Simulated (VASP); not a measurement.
# Rb2V (Pn-3m) in VASP: single point with PBE

Aim: the single point of Rb2V with PBE.

Everything below comes from runs of VASP 6.6.1. Logs are shortened: lines on timing, memory, paths and dates and some standing lists are left out, and cuts for length are marked.

## 1. The cell of the first run

The structure is cubic, space group Pn-3m (No. 224). The conventional cell has a = 5.987 Å, b = 5.987 Å, c = 5.987 Å, α = 90.00°, β = 90.00°, γ = 90.00°. Rb (site symmetry -3m) has 2 V at 2.59 Å within 3.4 Å. Within 3.4 Å of V (site symmetry -43m) lie 4 Rb at 2.59 Å.

## 2. Single point, PBE, collinear spin, ferromagnetic start

File INCAR:

```
SYSTEM = Rb2V
  PREC = Accurate
  ENCUT = 520
  EDIFF = 1E-7
  ISMEAR = 0
  SIGMA = 0.1
  LREAL = .FALSE.
  LASPH = .TRUE.
  NELM = 150
  ALGO = Normal
  ISIF = 2
  LWAVE = .FALSE.
  LCHARG = .TRUE.
  ISPIN = 2
  MAGMOM = 0 0 0 0 2 2
  LORBIT = 11
  LMAXMIX = 4
  GGA = PE
  LELF = .TRUE.
  LVHAR = .TRUE.
  NBANDS = 44
```

File KPOINTS:

```
regular mesh
0
G
  4 4 4
  0 0 0
```

File POSCAR:

```
Rb2V
1.0
    5.9869063083      0.0000000000      0.0000000000
    0.0000000000      5.9869063083      0.0000000000
    0.0000000000      0.0000000000      5.9869063083
Rb V
4 2
Direct
    0.2500000000      0.2500000000      0.2500000000
    0.2500000000      0.7500000000      0.7500000000
    0.7500000000      0.7500000000      0.2500000000
    0.7500000000      0.2500000000      0.7500000000
    0.0000000000      0.0000000000      0.0000000000
    0.5000000000      0.5000000000      0.5000000000
```

Potentials or basis: VASP PAW PBE potentials, release 64 (Rb_sv, V_sv).

Started as:

```bash
$ cat potpaw_PBE.64/Rb_sv/POTCAR potpaw_PBE.64/V_sv/POTCAR > POTCAR
$ mpirun -np 1 vasp_std > vasp.out
```

OUTCAR:

```text
SYSTEM = Rb2V
   PREC = Accurate
   ENCUT = 520
   EDIFF = 1E-7
   ISMEAR = 0
   LREAL = .FALSE.
   LASPH = .TRUE.
   NELM = 150
   ISIF = 2
   ISPIN = 2
   LORBIT = 11
   GGA = PE

 ion  position               nearest neighbor table
   1  0.250  0.250  0.250-   5 2.59   6 2.59   4 4.23   2 4.23   3 4.23   2 4.23   4 4.23   2 4.23
                             3 4.23   2 4.23   3 4.23   4 4.23   4 4.23   3 4.23
   2  0.250  0.750  0.750-   5 2.59   6 2.59   4 4.23   1 4.23   3 4.23   1 4.23   3 4.23   1 4.23
                             4 4.23   1 4.23   3 4.23   4 4.23   3 4.23   4 4.23
   3  0.750  0.750  0.250-   5 2.59   6 2.59   4 4.23   1 4.23   2 4.23   2 4.23   4 4.23   1 4.23
                             4 4.23   4 4.23   1 4.23   2 4.23   2 4.23   1 4.23
   4  0.750  0.250  0.750-   5 2.59   6 2.59   3 4.23   1 4.23   2 4.23   1 4.23   3 4.23   2 4.23
                             3 4.23   3 4.23   1 4.23   2 4.23   1 4.23   2 4.23
   5  0.000  0.000  0.000-   1 2.59   2 2.59   3 2.59   4 2.59
   6  0.500  0.500  0.500-   1 2.59   2 2.59   3 2.59   4 2.59

  LATTYP: Found a simple cubic cell.
 ALAT       =     5.9869063083

  Lattice vectors:

 A1 = (   5.9869063083,   0.0000000000,   0.0000000000)
 A2 = (   0.0000000000,   5.9869063083,   0.0000000000)
 A3 = (   0.0000000000,   0.0000000000,   5.9869063083)

Analysis of symmetry for initial positions (statically):
=====================================================================
 Subroutine PRICEL returns:
 Original cell was already a primitive cell.

 Routine SETGRP: Setting up the symmetry group for a
 simple cubic supercell.

 Subroutine GETGRP returns: Found 48 space group operations
 (whereof 24 operations were pure point group operations)
 out of a pool of 48 trial point group operations.

The static configuration has the point symmetry T_d .
 The point group associated with its full space group is O_h .

Analysis of symmetry for dynamics (positions and initial velocities):
=====================================================================
 Subroutine PRICEL returns:
 Original cell was already a primitive cell.

 Routine SETGRP: Setting up the symmetry group for a
 simple cubic supercell.

 Subroutine GETGRP returns: Found 48 space group operations
 (whereof 24 operations were pure point group operations)
 out of a pool of 48 trial point group operations.

The dynamic configuration has the point symmetry T_d .
 The point group associated with its full space group is O_h .

Analysis of structural, dynamic, and magnetic symmetry:
=====================================================================
 Subroutine PRICEL returns:
 Original cell was already a primitive cell.

[... 145 lines left out ...]
  ---------------------------------------------------
  ext. energy  EPLUGINS =         0.00000000
  ---------------------------------------------------
  free energy    TOTEN  =        -8.83432145 eV

  energy without entropy =       -8.80719237  energy(sigma->0) =       -8.82075691

 E-fermi :   2.7107     XC(G=0):  -8.0183

 val. band max:        2.6861914982   @ k =   0.2500   0.0000   0.0000
 cond. band min:       2.7129642225   @ k =   0.2500   0.2500   0.0000
 fundamental gap:      0.0267727243
 Fermi energy:         2.7106806438

 spin component 1

 k-point     1 :       0.0000    0.0000    0.0000
  band No.  band energies     occupation
      1     -61.8969      1.00000
      2     -61.8968      1.00000
      3     -35.9230      1.00000
      4     -35.9230      1.00000
      5     -35.9230      1.00000
      6     -35.9183      1.00000
[... 449 lines left out ...]
     42       4.5354      0.00000
     43       5.4820      0.00000
 Fermi energy:         2.7106806438

 spin component 2

 k-point     1 :       0.0000    0.0000    0.0000
  band No.  band energies     occupation
      1     -58.7693      1.00000
      2     -58.7692      1.00000
      3     -32.8088      1.00000
      4     -32.8088      1.00000
      5     -32.8088      1.00000
      6     -32.7996      1.00000
[... 449 lines left out ...]
     42       6.2221      0.00000
     43       6.4387      0.00000
 [bands above 43 left out]

------------------------ aborting loop because EDIFF is reached ----------------------------------------

  FORCE on cell =-STRESS in cart. coord.  units (eV):
  Direction    XX          YY          ZZ          XY          YZ          ZX
  --------------------------------------------------------------------------------------
  -------------------------------------------------------------------------------------
  Total       12.9643870     12.9643870     12.9643870     -0.0000000     -0.0000000      0.0000000
  in kB       96.7955038     96.7955038     96.7955038     -0.0000000     -0.0000000      0.0000000
  external PRESSURE =      96.7955038 kB  Pullay stress =       0.0000000 kB

 VOLUME and BASIS-vectors are now :
 -----------------------------------------------------------------------------
  energy-cutoff  :      520.00
  volume of cell :      214.59
      direct lattice vectors                 reciprocal lattice vectors
     5.986906308  0.000000000  0.000000000     0.167031176  0.000000000  0.000000000
     0.000000000  5.986906308  0.000000000     0.000000000  0.167031176  0.000000000
     0.000000000  0.000000000  5.986906308     0.000000000  0.000000000  0.167031176

 POSITION                                       TOTAL-FORCE (eV/Angst)
 -----------------------------------------------------------------------------------
      1.49673      1.49673      1.49673         0.000000     -0.000000      0.000000
      1.49673      4.49018      4.49018        -0.000000     -0.000000     -0.000000
      4.49018      4.49018      1.49673         0.000000     -0.000000     -0.000000
      4.49018      1.49673      4.49018         0.000000      0.000000      0.000000
      0.00000      0.00000      0.00000        -0.000000      0.000000     -0.000000
      2.99345      2.99345      2.99345         0.000000     -0.000000      0.000000
 -----------------------------------------------------------------------------------
    total drift:                               -0.000000     -0.000000      0.000000

  FREE ENERGIE OF THE ION-ELECTRON SYSTEM (eV)
  ---------------------------------------------------
  free  energy   TOTEN  =        -8.8343214540 eV

  energy  without entropy=       -8.8071923729  energy(sigma->0) =       -8.82075691

 total charge

# of ion       s       p       d       tot
------------------------------------------
    1        1.987   5.275   0.133   7.395
    2        1.987   5.275   0.133   7.395
    3        1.987   5.275   0.133   7.395
    4        1.987   5.275   0.133   7.395
    5        2.230   6.038   3.444  11.712
    6        2.230   6.038   3.444  11.712
--------------------------------------------------
tot         12.407  33.177   7.419  53.004

 magnetization (x)

# of ion       s       p       d       tot
------------------------------------------
    1        0.014   0.019   0.102   0.134
    2        0.014   0.019   0.102   0.134
    3        0.014   0.019   0.102   0.134
    4        0.014   0.019   0.102   0.134
    5        0.106   0.043   3.293   3.442
    6        0.106   0.043   3.293   3.442
--------------------------------------------------
tot          0.267   0.160   6.993   7.421
```

OSZICAR:

```text
N       E                     dE             d eps       ncg     rms          rms(c)
DAV:   1     0.572395163717E+03    0.57240E+03   -0.30650E+04  1976   0.129E+03
DAV:   2     0.339545538492E+02   -0.53844E+03   -0.52136E+03  2032   0.350E+02
DAV:   3    -0.652730686032E+01   -0.40482E+02   -0.39231E+02  2548   0.873E+01
DAV:   4    -0.809298365428E+01   -0.15657E+01   -0.15458E+01  2456   0.146E+01
DAV:   5    -0.814738325488E+01   -0.54400E-01   -0.54375E-01  2500   0.233E+00    0.141E+01
DAV:   6    -0.924115574732E+01   -0.10938E+01   -0.13810E+01  2220   0.140E+01    0.175E+01
DAV:   7    -0.869879186066E+01    0.54236E+00   -0.36452E+00  2184   0.935E+00    0.641E+00
DAV:   8    -0.872670822308E+01   -0.27916E-01   -0.68520E-01  2308   0.330E+00    0.258E+00
DAV:   9    -0.881117859581E+01   -0.84470E-01   -0.21454E-01  2256   0.189E+00    0.177E+00
DAV:  10    -0.883246456509E+01   -0.21286E-01   -0.58068E-02  2036   0.894E-01    0.775E-01
DAV:  11    -0.883307187041E+01   -0.60731E-03   -0.21596E-02  2356   0.545E-01    0.348E-01
DAV:  12    -0.883405516790E+01   -0.98330E-03   -0.21944E-03  2228   0.173E-01    0.156E-01
DAV:  13    -0.883424823422E+01   -0.19307E-03   -0.66704E-04  2068   0.114E-01    0.561E-02
DAV:  14    -0.883430936488E+01   -0.61131E-04   -0.90392E-05  2324   0.469E-02    0.207E-02
DAV:  15    -0.883431967527E+01   -0.10310E-04   -0.43558E-05  2088   0.245E-02    0.829E-03
DAV:  16    -0.883432140557E+01   -0.17303E-05   -0.39926E-06  1964   0.557E-03    0.393E-03
DAV:  17    -0.883432153537E+01   -0.12981E-06   -0.50416E-07  1612   0.253E-03    0.215E-03
DAV:  18    -0.883432145402E+01    0.81356E-07   -0.21446E-07  1556   0.165E-03
   1 F= -.88343215E+01 E0= -.88207569E+01  d E =-.271291E-01  mag=    10.1200
```

Run time: 3.6 min. Hardware: 1 thread of Intel Xeon Platinum 8259CL at 2.50GHz (Skylake/Cascade Lake), shared host; peak memory 0.46 GiB.

What came out:

| Item | Value |
| --- | --- |
| Free energy | -8.8343 eV |
| Pressure | 9.7 GPa |
| Net moment | 10.12 μB per cell |
| Site moments | Rb +0.13; V +3.44 μB |
| Valence electrons inside the program's atomic spheres | Rb 7.39; V 11.71 |

Levels at points of the mesh, in eV from the Fermi level:
Spin up:
| k point | band 34 | band 35 | band 36 | band 37 | band 38 | band 39 |
| --- | --- | --- | --- | --- | --- | --- |
| (0.00, 0.00, 0.00) | -0.20 | -0.20 | 0.29 | 0.29 | 0.29 | 1.02 |
| (0.50, 0.00, 0.00) | -0.94 | -0.84 | -0.84 | 1.93 | 1.93 | 1.99 |
| (0.50, 0.50, 0.00) | -0.63 | -0.19 | -0.19 | 0.03 | 0.03 | 1.65 |
| (0.50, 0.50, 0.50) | -0.69 | -0.69 | -0.21 | -0.21 | -0.21 | 0.32 |
Spin down:
| k point | band 23 | band 24 | band 25 | band 26 | band 27 | band 28 | band 29 | band 30 |
| --- | --- | --- | --- | --- | --- | --- | --- | --- |
| (0.00, 0.00, 0.00) | -12.46 | -12.46 | -2.44 | -0.26 | -0.26 | -0.26 | 0.40 | 0.40 |
| (0.50, 0.00, 0.00) | -12.49 | -12.49 | -1.02 | -1.02 | 0.27 | 0.27 | 0.92 | 0.92 |
| (0.50, 0.50, 0.00) | -12.47 | -12.47 | -0.14 | -0.14 | 0.03 | 0.03 | 0.78 | 0.78 |
| (0.50, 0.50, 0.50) | -12.46 | -12.46 | 0.25 | 0.29 | 0.29 | 0.29 | 0.81 | 0.81 |

Caveat: the cell stands under pressure.
